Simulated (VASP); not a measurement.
# TiO2 (P1) in VASP: single point with PBE+U

Aim: the single point of TiO2 with PBE+U.

All numbers are computed with VASP 6.6.1; they aren't measurements. Logs are shortened: lines on timing, memory, paths and dates and some standing lists are left out, and cuts for length are marked.

### 1 The cell of the first run

The typed cell holds 6 atoms: a = 5.432 Å, b = 5.428 Å, c = 5.412 Å, α = 139.24°, β = 139.37°, γ = 59.01°.

### 2 Single point, PBE+U, collinear spin, zero start

Contents of INCAR:

```
SYSTEM = TiO2
PREC = Accurate
ENCUT = 520
EDIFF = 1E-6
ISMEAR = -5
SIGMA = 0.1
LREAL = .False.
LASPH = .True.
NELM = 150
ALGO = Normal
ISIF = 2
LWAVE = .False.
LCHARG = .True.
ISPIN = 2
MAGMOM = 0 0 0 0 0 0
LORBIT = 11
LMAXMIX = 4
LDAU = .True.
LDAUTYPE = 2
LDAUL = 2 -1
LDAUU = 1 0
LDAUJ = 0 0
LDAUPRINT = 1
GGA = PE
LELF = .True.
LVHAR = .True.
NBANDS = 37
```

Contents of KPOINTS:

```
Automatic mesh
0
Gamma
  5 5 7
  0 0 0.5
```

Contents of POSCAR:

```
TiO2
1.0
   -1.8880423600      1.8965676700      4.7268329700
    1.8986158700     -1.8800689500      4.7244778400
    1.8758979400      1.8679245200     -4.7202751200
Ti O
2 4
Direct
    0.0036193000      0.9856558000      0.0018699700
    0.7637188900      0.2252194600      0.4891314700
    0.1812893700      0.1789773400      0.0064504900
    0.9341804700      0.4382012100      0.5156036800
    0.5806283700      0.0853934500      0.5118306700
    0.8486337400      0.8046004300      0.0158507500
```

Potentials or basis: VASP PAW PBE potentials, release 64 (Ti_sv, O).

On the command line:

```bash
$ cat potpaw_PBE.64/Ti_sv/POTCAR potpaw_PBE.64/O/POTCAR > POTCAR
$ mpirun -np 1 vasp_std > vasp.out
```

OUTCAR:

```text
SYSTEM = TiO2
   PREC = Accurate
   ENCUT = 520
   EDIFF = 1E-6
   ISMEAR = -5
   LREAL = .False.
   LASPH = .True.
   NELM = 150
   ISIF = 2
   ISPIN = 2
   LORBIT = 11
   GGA = PE

 ion  position               nearest neighbor table
   1  0.004  0.986  0.002-   6 1.66   3 1.73   4 1.92   5 2.02   4 2.05   5 2.06
   2  0.764  0.225  0.489-   5 1.64   4 1.69   6 1.96   3 1.97   6 2.04   3 2.04
   3  0.181  0.179  0.006-   1 1.73   2 1.97   2 2.04
   4  0.934  0.438  0.516-   2 1.69   1 1.92   1 2.05
   5  0.581  0.085  0.512-   2 1.64   1 2.02   1 2.06
   6  0.849  0.805  0.016-   1 1.66   2 1.96   2 2.04

  LATTYP: Found a triclinic cell.
 ALAT       =     3.7745356869
 B/A-ratio  =     1.4168795141
 C/A-ratio  =     1.4387735201
 COS(alpha) =     0.0005336305
 COS(beta)  =     0.3472230994
 COS(gamma) =     0.7103105095

  Lattice vectors:

 A1 = (  -3.7745138100,   0.0121444300,  -0.0042027200)
 A2 = (  -3.7866582300,   3.7766366200,   0.0023551300)
 A3 = (  -1.8864714500,  -1.8844232400,  -4.7310356900)

Analysis of symmetry for initial positions (statically):
=====================================================================
 Subroutine PRICEL returns:
 Original cell was already a primitive cell.

 Routine SETGRP: Setting up the symmetry group for a
 triclinic supercell.

 Subroutine GETGRP returns: Found  1 space group operations
 (whereof  1 operations were pure point group operations)
 out of a pool of  2 trial point group operations.

The static configuration has the point symmetry C_1 .

Analysis of symmetry for dynamics (positions and initial velocities):
=====================================================================
 Subroutine PRICEL returns:
 Original cell was already a primitive cell.

 Routine SETGRP: Setting up the symmetry group for a
 triclinic supercell.

 Subroutine GETGRP returns: Found  1 space group operations
 (whereof  1 operations were pure point group operations)
 out of a pool of  2 trial point group operations.

The dynamic configuration has the point symmetry C_1 .

Analysis of structural, dynamic, and magnetic symmetry:
=====================================================================
 Subroutine PRICEL returns:
 Original cell was already a primitive cell.

 Routine SETGRP: Setting up the symmetry group for a
 triclinic supercell.

 Subroutine GETGRP returns: Found  1 space group operations
 (whereof  1 operations were pure point group operations)
 out of a pool of  2 trial point group operations.

The overall configuration has the point symmetry C_1 .

 Subroutine INISYM returns: Found  1 space group operations
 (whereof  1 operations are pure point group operations),
 and found     1 'primitive' translations

----------------------------------------------------------------------------------------

                                     Primitive cell

  volume of cell :      67.1465

  direct lattice vectors                    reciprocal lattice vectors
[... 164 lines left out ...]
  o =  0.0754  v =  0.9995 -0.0324 -0.0005 -0.0010  0.0005  0.0000  0.0000  0.0000  0.0000  0.0000      0.0000  0.0000  0.0000  0.0000  0.0000  0.0000  0.0000  0.0000  0.0000  0.0000
  o =  0.1567  v =  0.0002 -0.0271 -0.0090  0.9935 -0.1101  0.0000  0.0000  0.0000  0.0000  0.0000      0.0000  0.0000  0.0000  0.0000  0.0000  0.0000  0.0000  0.0000  0.0000  0.0000
  o =  0.1567  v =  0.0000  0.0000  0.0000  0.0000  0.0000  0.0002 -0.0270 -0.0090  0.9935 -0.1101      0.0000  0.0000  0.0000  0.0000  0.0000  0.0000  0.0000  0.0000  0.0000  0.0000
  o =  0.1660  v =  0.0000  0.0000  0.0000  0.0000  0.0000 -0.0323 -0.9969 -0.0505 -0.0321 -0.0406      0.0000  0.0000  0.0000  0.0000  0.0000  0.0000  0.0000  0.0000  0.0000  0.0000
  o =  0.1660  v = -0.0323 -0.9969 -0.0505 -0.0321 -0.0406  0.0000  0.0000  0.0000  0.0000  0.0000      0.0000  0.0000  0.0000  0.0000  0.0000  0.0000  0.0000  0.0000  0.0000  0.0000
  o =  0.2133  v =  0.0000  0.0000  0.0000  0.0000  0.0000  0.0018  0.0458 -0.0391 -0.1091 -0.9922      0.0000  0.0000  0.0000  0.0000  0.0000  0.0000  0.0000  0.0000  0.0000  0.0000
  o =  0.2133  v =  0.0018  0.0458 -0.0391 -0.1091 -0.9922  0.0000  0.0000  0.0000  0.0000  0.0000      0.0000  0.0000  0.0000  0.0000  0.0000  0.0000  0.0000  0.0000  0.0000  0.0000
  o =  0.3886  v = -0.0011 -0.0489  0.9979  0.0031 -0.0420  0.0000  0.0000  0.0000  0.0000  0.0000      0.0000  0.0000  0.0000  0.0000  0.0000  0.0000  0.0000  0.0000  0.0000  0.0000
  o =  0.3886  v =  0.0000  0.0000  0.0000  0.0000  0.0000 -0.0011 -0.0489  0.9979  0.0031 -0.0420      0.0000  0.0000  0.0000  0.0000  0.0000  0.0000  0.0000  0.0000  0.0000  0.0000

atom =   2  type =  1  l = 2

 onsite density matrix

spin component  1

  0.0770 -0.0026 -0.0005  0.0030 -0.0029
 -0.0026  0.1611  0.0073 -0.0026  0.0090
 -0.0005  0.0073  0.4014  0.0051  0.0039
  0.0030 -0.0026  0.0051  0.1776 -0.0114
 -0.0029  0.0090  0.0039 -0.0114  0.2152

spin component  2

  0.0770 -0.0026 -0.0005  0.0030 -0.0029
 -0.0026  0.1611  0.0073 -0.0026  0.0090
 -0.0005  0.0073  0.4014  0.0051  0.0039
  0.0030 -0.0026  0.0051  0.1776 -0.0114
 -0.0029  0.0090  0.0039 -0.0114  0.2152

 occupancies and eigenvectors

  o =  0.0768  v =  0.0000  0.0000  0.0000  0.0000  0.0000  0.9991  0.0276  0.0011 -0.0269  0.0172      0.0000  0.0000  0.0000  0.0000  0.0000  0.0000  0.0000  0.0000  0.0000  0.0000
  o =  0.0768  v =  0.9991  0.0276  0.0011 -0.0269  0.0172  0.0000  0.0000  0.0000  0.0000  0.0000      0.0000  0.0000  0.0000  0.0000  0.0000  0.0000  0.0000  0.0000  0.0000  0.0000
  o =  0.1594  v =  0.0230 -0.9866  0.0287 -0.0642  0.1452  0.0000  0.0000  0.0000  0.0000  0.0000      0.0000  0.0000  0.0000  0.0000  0.0000  0.0000  0.0000  0.0000  0.0000  0.0000
  o =  0.1594  v =  0.0000  0.0000  0.0000  0.0000  0.0000  0.0230 -0.9866  0.0287 -0.0642  0.1452      0.0000  0.0000  0.0000  0.0000  0.0000  0.0000  0.0000  0.0000  0.0000  0.0000
  o =  0.1743  v =  0.0000  0.0000  0.0000  0.0000  0.0000  0.0217 -0.0221 -0.0257  0.9604  0.2758      0.0000  0.0000  0.0000  0.0000  0.0000  0.0000  0.0000  0.0000  0.0000  0.0000
  o =  0.1743  v =  0.0217 -0.0222 -0.0257  0.9604  0.2758  0.0000  0.0000  0.0000  0.0000  0.0000      0.0000  0.0000  0.0000  0.0000  0.0000  0.0000  0.0000  0.0000  0.0000  0.0000
  o =  0.2199  v = -0.0279  0.1561 -0.0191 -0.2690  0.9498  0.0000  0.0000  0.0000  0.0000  0.0000      0.0000  0.0000  0.0000  0.0000  0.0000  0.0000  0.0000  0.0000  0.0000  0.0000
  o =  0.2199  v =  0.0000  0.0000  0.0000  0.0000  0.0000 -0.0279  0.1561 -0.0191 -0.2690  0.9498      0.0000  0.0000  0.0000  0.0000  0.0000  0.0000  0.0000  0.0000  0.0000  0.0000
  o =  0.4018  v =  0.0000  0.0000  0.0000  0.0000  0.0000  0.0017 -0.0307 -0.9991 -0.0215 -0.0210      0.0000  0.0000  0.0000  0.0000  0.0000  0.0000  0.0000  0.0000  0.0000  0.0000
  o =  0.4018  v =  0.0017 -0.0307 -0.9991 -0.0215 -0.0210  0.0000  0.0000  0.0000  0.0000  0.0000      0.0000  0.0000  0.0000  0.0000  0.0000  0.0000  0.0000  0.0000  0.0000  0.0000

 number of electron      47.9999995 magnetization       0.0000000

 Free energy of the ion-electron system (eV)
  ---------------------------------------------------
  ext. energy  EPLUGINS =         0.00000000
  ---------------------------------------------------
  free energy    TOTEN  =       -47.09877761 eV

  energy without entropy =      -47.09877761  energy(sigma->0) =      -47.09877761

 E-fermi :   4.7295     XC(G=0): -10.6095

 val. band max:        4.7071341687   @ k =  -0.4000  -0.4000   0.3571
 cond. band min:       6.5274453848   @ k =  -0.2000  -0.2000   0.2143
 fundamental gap:      1.8203112161
 Fermi energy:         4.7294846838

 spin component 1

 k-point     1 :      -0.0000    0.0000    0.0714
  band No.  band energies     occupation
      1     -52.4043      1.00000
      2     -52.1796      1.00000
      3     -29.4942      1.00000
      4     -28.8651      1.00000
      5     -28.6420      1.00000
      6     -28.5947      1.00000
[... 1865 lines left out ...]
     35      13.4692      0.00000
     36      14.7995      0.00000

 [... further k-points ...]

 [bands above 36 left out]

------------------------ aborting loop because EDIFF is reached ----------------------------------------

  FORCE on cell =-STRESS in cart. coord.  units (eV):
  Direction    XX          YY          ZZ          XY          YZ          ZX
  --------------------------------------------------------------------------------------
  -------------------------------------------------------------------------------------
  Total        9.0803521      7.1119902     53.7315327      0.1110856     -0.9883667     -1.3259490
  in kB      216.6657073    169.6987471   1282.0847002      2.6506062    -23.5833547    -31.6383860
  external PRESSURE =     556.1497182 kB  Pullay stress =       0.0000000 kB

 VOLUME and BASIS-vectors are now :
 -----------------------------------------------------------------------------
  energy-cutoff  :      520.00
  volume of cell :       67.15
      direct lattice vectors                 reciprocal lattice vectors
    -1.888042360  1.896567670  4.726832970     0.000736818  0.265458948  0.105341206
     1.898615870 -1.880068950  4.724477840     0.264819464  0.000670522  0.105507996
     1.875897940  1.867924520 -4.720275120     0.265793088  0.266498867 -0.000762567

 POSITION                                       TOTAL-FORCE (eV/Angst)
 -----------------------------------------------------------------------------------
      1.86806     -1.84274      4.66499         0.545643     -0.461501      3.435504
     -0.09677      1.93868      2.36518        -1.238769      0.399835      1.182276
      0.00963      0.01939      1.67205        -0.153050      0.207807      8.943152
      0.03542      1.91100      4.05220        -1.284446     -0.535570      9.814269
      0.02602      1.89672      0.73199         0.819923     -0.089337    -12.789182
     -0.04489      0.12640      7.73785         1.310699      0.478766    -10.586018
 -----------------------------------------------------------------------------------
    total drift:                                0.000009      0.000077     -0.000223

  FREE ENERGIE OF THE ION-ELECTRON SYSTEM (eV)
  ---------------------------------------------------
  free  energy   TOTEN  =       -47.0987776052 eV

  energy  without entropy=      -47.0987776052  energy(sigma->0) =      -47.09877761

 total charge

# of ion       s       p       d       tot
------------------------------------------
    1        2.262   6.434   1.960  10.656
    2        2.275   6.463   2.022  10.761
    3        1.588   3.571   0.000   5.159
    4        1.590   3.598   0.000   5.189
    5        1.596   3.590   0.000   5.186
    6        1.593   3.605   0.000   5.199
--------------------------------------------------
tot         10.906  27.261   3.983  42.150

 magnetization (x)

# of ion       s       p       d       tot
------------------------------------------
    1        0.000  -0.000   0.000   0.000
    2        0.000  -0.000   0.000   0.000
    3        0.000   0.000   0.000   0.000
    4        0.000  -0.000   0.000  -0.000
    5       -0.000   0.000   0.000   0.000
    6       -0.000  -0.000   0.000  -0.000
--------------------------------------------------
tot          0.000  -0.000   0.000   0.000
```

It took 12 min on 1 thread of Intel Xeon Platinum 8488C (Sapphire Rapids), shared host; peak memory 0.49 GiB.

What came out:

* Free energy: -47.0988 eV
* Pressure: 55.6 GPa
* Largest force: 12.816 eV/Å
* Band gap on the k mesh: 1.82 eV (least direct gap 1.85 eV)
* Net moment: 0.00 μB per cell
* Valence electrons inside the program's atomic spheres: Ti 10.66, 10.76; O 5.16, 5.19, 5.20 (each value once)

Forces on the atoms (eV/Å):
```
Ti    0.546  -0.462   3.436
Ti   -1.239   0.400   1.182
O    -0.153   0.208   8.943
O    -1.284  -0.536   9.814
O     0.820  -0.089 -12.789
O     1.311   0.479 -10.586
```

Stress tensor (GPa, compression positive):
```
 21.67   0.27  -3.16
  0.27  16.97  -2.36
 -3.16  -2.36 128.21
```

Eigenvalues of the final occupation matrices:
| site | spin | trace | eigenvalues |
| --- | --- | --- | --- |
| site 1 d | 1 | 1.00 | 0.08 0.16 0.17 0.21 0.39 |
| site 1 d | 2 | 1.00 | 0.08 0.16 0.17 0.21 0.39 |
| site 2 d | 1 | 1.03 | 0.08 0.16 0.17 0.22 0.40 |
| site 2 d | 2 | 1.03 | 0.08 0.16 0.17 0.22 0.40 |

Caveat: the stress differs along the axes, from 17 to 128 GPa; a shifted mesh leaves out Γ, where band edges can lie; forces of over 1 eV/Å act on the atoms, so gaps and moduli don't describe the material at rest. A k mesh can miss the band edges.
